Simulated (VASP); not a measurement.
# WC (P1) in VASP: single point with PBE

Aim: the single point of WC with PBE.

Program: VASP 6.6.1. These are calculated values, not measurements. Logs are shortened: lines on timing, memory, paths and dates and some standing lists are left out, and cuts for length are marked.

### 1 The cell of the first run

The typed cell holds 16 atoms: a = 5.802 Å, b = 5.024 Å, c = 5.694 Å, α = 90.00°, β = 90.00°, γ = 90.00°.

### 2 Single point, PBE

Contents of INCAR:

```
SYSTEM = WC
PREC = Accurate
ENCUT = 520
EDIFF = 1E-6
ISMEAR = -1
SIGMA = 0.3
LREAL = Auto
LASPH = .True.
NELM = 100
ALGO = Normal
ISIF = 2
LWAVE = .False.
LCHARG = .True.
GGA = PE
LELF = .True.
LVHAR = .True.
NBANDS = 86
```

Contents of KPOINTS:

```
regular mesh
0
Gamma
  3 3 3
  0 0 0
```

Contents of POSCAR:

```
WC
1.0
   -2.9007650000     -5.0242720000      0.0000000000
    4.3511470000     -2.5121360000      0.0000000000
    0.0000000000      0.0000000000      5.6940560000
W C
8 8
Direct
    0.7500920977      0.5121272400      0.0058482038
    0.7519345261      0.5194688563      0.5064404003
    0.5104524583      0.0084581434     -0.0004917409
    0.5002297051     -0.0056884264      0.5105850733
    0.2778625093      0.4948152388      0.0172109301
    0.2422496164      0.4993646982      0.5379996263
    0.0078736056      0.0117990681      0.0158937671
   -0.0071100281      0.0136229549      0.5179260618
    0.5000206384      0.6772564492      0.2602538507
    0.4935931798      0.6729944587      0.7533645612
    0.2479288380      0.1642976658      0.2767798560
    0.2440527828      0.1681487136      0.7564379416
    0.0059235696      0.6466761255      0.2533343543
   -0.0140578197      0.6737813199      0.7508531704
    0.7266272301      0.1962183390      0.2533167921
    0.7609888630      0.1812740087      0.7714536000
```

Potentials or basis: VASP PAW PBE potentials, release 64 (W_sv, C).

Launch:

```
cat potpaw_PBE.64/W_sv/POTCAR potpaw_PBE.64/C/POTCAR > POTCAR
mpirun -np 1 vasp_std > vasp.out
```

OUTCAR:

```text
SYSTEM = WC
   PREC = Accurate
   ENCUT = 520
   EDIFF = 1E-6
   ISMEAR = -1
   LREAL = Auto
   LASPH = .True.
   NELM = 100
   ISIF = 2
   GGA = PE

 ion  position               nearest neighbor table
   1  0.750  0.512  0.006-  15 2.13  16 2.13  14 2.15  13 2.16   9 2.21  10 2.22   5 2.74   2 2.84
                             2 2.85   3 2.86   3 2.89   7 2.92   7 2.93   5 3.06
   2  0.752  0.519  0.506-  14 2.09  13 2.16   9 2.17  15 2.18  10 2.20  16 2.27   4 2.80   1 2.84
                             8 2.85   1 2.85   6 2.85   8 2.90   6 2.96   4 3.02
   3  0.510  0.008  1.000-  15 2.13  16 2.13  10 2.19  12 2.22   9 2.23  11 2.33   4 2.79   5 2.79
                             1 2.86   7 2.89   1 2.89   4 2.91   5 2.91   7 2.92
   4  0.500  0.994  0.511-  10 2.13   9 2.14  11 2.16  15 2.21  12 2.22  16 2.32   3 2.79   2 2.80
                             8 2.86   6 2.91   3 2.91   8 2.95   6 2.95   2 3.02
   5  0.278  0.495  0.017-   9 2.10  10 2.15  13 2.21  12 2.22  11 2.23  14 2.44   6 2.74   1 2.74
                             3 2.79   7 2.89   3 2.91   6 2.97   7 3.03   1 3.06
   6  0.242  0.499  0.538-  12 2.08  10 2.10  14 2.11  11 2.25  13 2.25   9 2.35   5 2.74   8 2.84
                             2 2.85   4 2.91   4 2.95   8 2.96   2 2.96   5 2.97
   7  0.008  0.012  0.016-  12 2.16  16 2.17  11 2.18  14 2.28  13 2.28  15 2.31   8 2.84   8 2.86
                             3 2.89   5 2.89   3 2.92   1 2.92   1 2.93   5 3.03
   8  0.993  0.014  0.518-  12 2.14  16 2.15  11 2.16  14 2.16  15 2.34  13 2.38   7 2.84   6 2.84
                             2 2.85   7 2.86   4 2.86   2 2.90   4 2.95   6 2.96
   9  0.500  0.677  0.260-   5 2.10   4 2.14   2 2.17   1 2.21   3 2.23   6 2.35
  10  0.494  0.673  0.753-   6 2.10   4 2.13   5 2.15   3 2.19   2 2.20   1 2.22
  11  0.248  0.164  0.277-   4 2.16   8 2.16   7 2.18   5 2.23   6 2.25   3 2.33
  12  0.244  0.168  0.756-   6 2.08   8 2.14   7 2.16   4 2.22   5 2.22   3 2.22
  13  0.006  0.647  0.253-   1 2.16   2 2.16   5 2.21   6 2.25   7 2.28   8 2.38
  14  0.986  0.674  0.751-   2 2.09   6 2.11   1 2.15   8 2.16   7 2.28   5 2.44
  15  0.727  0.196  0.253-   1 2.13   3 2.13   2 2.18   4 2.21   7 2.31   8 2.34
  16  0.761  0.181  0.771-   1 2.13   3 2.13   8 2.15   7 2.17   2 2.27   4 2.32

  LATTYP: Found a simple orthorhombic cell.
 ALAT       =     5.0242718376
 B/A-ratio  =     1.1333096982
 C/A-ratio  =     1.1547005964

  Lattice vectors:

 A1 = (   4.3511470000,  -2.5121360000,   0.0000000000)
 A2 = (   0.0000000000,   0.0000000000,   5.6940560000)
 A3 = (  -2.9007650000,  -5.0242720000,   0.0000000000)

Analysis of symmetry for initial positions (statically):
=====================================================================
 Subroutine PRICEL returns:
 Original cell was already a primitive cell.

 Routine SETGRP: Setting up the symmetry group for a
 simple orthorhombic supercell.

 Subroutine GETGRP returns: Found  1 space group operations
 (whereof  1 operations were pure point group operations)
[... 142 lines left out ...]
   TEBEG  =    0.0;   TEEND  =   0.0 temperature during run
   PSTRESS=    0.0 pullay stress
   NELECT =     144.0000    total number of electrons
   NUPDOWN=      -1.0000    fix difference up-down
   EMIN   =  10.00;   EMAX   =-10.00  energy-range for DOS
   EFERMI =   0.00;   METHOD = LEGACY
   ISMEAR =    -1;   SIGMA  =   0.30  broadening in eV -4-tet -1-fermi 0-gaus
   EFERMI_NEDOS =   21; number of points for ismear=-14 and -15
   IALGO  =     38    algorithm
   IMIX   =      4    mixing-type and parameters
     AMIX     =   0.40;   BMIX     =  1.00
     AMIX_MAG =   1.60;   BMIX_MAG =  1.00
  volume/ion in A,a.u.               =      10.37        70.00
  Fermi-wavevector in a.u.,A,eV,Ry     =   1.561408  2.950634 33.170955  2.437996
  Thomas-Fermi vector in A             =   2.664478
   LORBIT       =      0    0 simple, 1 ext, 2 COOP (PROOUT), +10 PAW based schemes
   GGA     = PE    functional components
[... 5 lines left out ...]
 non-spin polarized calculation
  energy-cutoff  :      520.00
  volume of cell :      165.97
 maximum number of plane-waves:      4495
 NGX is ok and might be reduce to    48
   NGX = 21   NGY = 19   NGZ = 21

 number of electron     143.9999999 magnetization

 Free energy of the ion-electron system (eV)
  ---------------------------------------------------
  ext. energy  EPLUGINS =         0.00000000
  ---------------------------------------------------
  free energy    TOTEN  =      -178.00768980 eV

  energy without entropy =     -176.97560854  energy(sigma->0) =     -177.49164917

 E-fermi :  11.3356     XC(G=0): -13.7915

 val. band max:       11.3278096403   @ k =  -0.3333   0.0000   0.3333
 cond. band min:      11.3553294714   @ k =   0.0000   0.0000   0.3333
 fundamental gap:      0.0275198311
 Fermi energy:        11.3355912474

 k-point     1 :       0.0000    0.0000    0.0000
  band No.  band energies     occupation
      1     -62.8886      2.00000
      2     -62.8437      2.00000
      3     -62.8202      2.00000
      4     -62.8145      2.00000
      5     -62.7782      2.00000
      6     -62.7761      2.00000
[... 1207 lines left out ...]
     83      15.0292      0.00001
     84      15.2630      0.00000
 [bands above 84 left out]

------------------------ aborting loop because EDIFF is reached ----------------------------------------

  FORCE on cell =-STRESS in cart. coord.  units (eV):
  Direction    XX          YY          ZZ          XY          YZ          ZX
  --------------------------------------------------------------------------------------
  -------------------------------------------------------------------------------------
  Total       11.9474779     15.9510691      8.2464042     -0.6228239     -0.9955915     -0.4711436
  in kB      115.3318970    153.9795324     79.6045371     -6.0122695     -9.6106862     -4.5480633
  external PRESSURE =     116.3053222 kB  Pullay stress =       0.0000000 kB

 VOLUME and BASIS-vectors are now :
 -----------------------------------------------------------------------------
  energy-cutoff  :      520.00
  volume of cell :      165.97
      direct lattice vectors                 reciprocal lattice vectors
    -2.900765000 -5.024272000  0.000000000    -0.086184169 -0.149275353  0.000000000
     4.351147000 -2.512136000  0.000000000     0.172368338 -0.099516914  0.000000000
     0.000000000  0.000000000  5.694056000     0.000000000  0.000000000  0.175621736

 POSITION                                       TOTAL-FORCE (eV/Angst)
 -----------------------------------------------------------------------------------
      0.05250     -5.05520      0.03330        -0.466601     -0.761866      0.720705
      0.07910     -5.08290      2.88370        -1.245127      1.700354      0.059323
     -1.44390     -2.58590      5.69126         0.572741      1.533090      2.205172
      2.87535     -5.01114      2.90730         2.144285     -0.840382     -0.296401
      1.34700     -2.63910      0.09800         2.979843      3.207555      0.544212
      1.47010     -2.47160      3.06340         0.159998     -1.071045     -4.969352
[... 8 lines left out ...]
     -1.25400     -4.14370      1.44240        -2.564532     -0.981107      0.724654
     -1.41870     -4.27880      4.39270         0.144747      0.708339     -1.213470
 -----------------------------------------------------------------------------------
    total drift:                               -0.016166     -0.001715     -0.008591

  FREE ENERGIE OF THE ION-ELECTRON SYSTEM (eV)
  ---------------------------------------------------
  free  energy   TOTEN  =      -178.0076898049 eV

  energy  without entropy=     -176.9756085442  energy(sigma->0) =     -177.49164917
```

Run time: 6.5 min. Hardware: 1 thread of Intel Xeon 6975P-C, shared host; peak memory 0.35 GiB.

Results:

| Property | Result |
| --- | --- |
| Free energy | -178.0077 eV |
| Pressure | 11.6 GPa |
| Largest force | 5.086 eV/Å |

Forces in eV/Å, atoms in the order of the input:
```
W   -0.467 -0.762  0.721
W   -1.245  1.700  0.059
W    0.573  1.533  2.205
W    2.144 -0.840 -0.296
W    2.980  3.208  0.544
W    0.160 -1.071 -4.969
W   -0.588  1.224  0.365
W   -1.118  0.205 -1.430
C   -0.279 -0.186  0.218
C   -0.510 -0.884  0.885
C    0.155 -0.500 -0.992
C   -0.790 -0.623  1.119
C    1.546 -1.177  0.489
C   -0.141 -1.554  1.572
C   -2.565 -0.981  0.725
C    0.145  0.708 -1.213
```

Stress tensor (GPa, compression positive):
```
11.53 -0.60 -0.45
-0.60 15.40 -0.96
-0.45 -0.96  7.96
```

Caveat: the k points lie up to 0.42 Å⁻¹ apart; spin-orbit coupling is left out, which moves the levels of the heavy elements; forces of over 1 eV/Å act on the atoms, so gaps and moduli don't describe the material at rest.
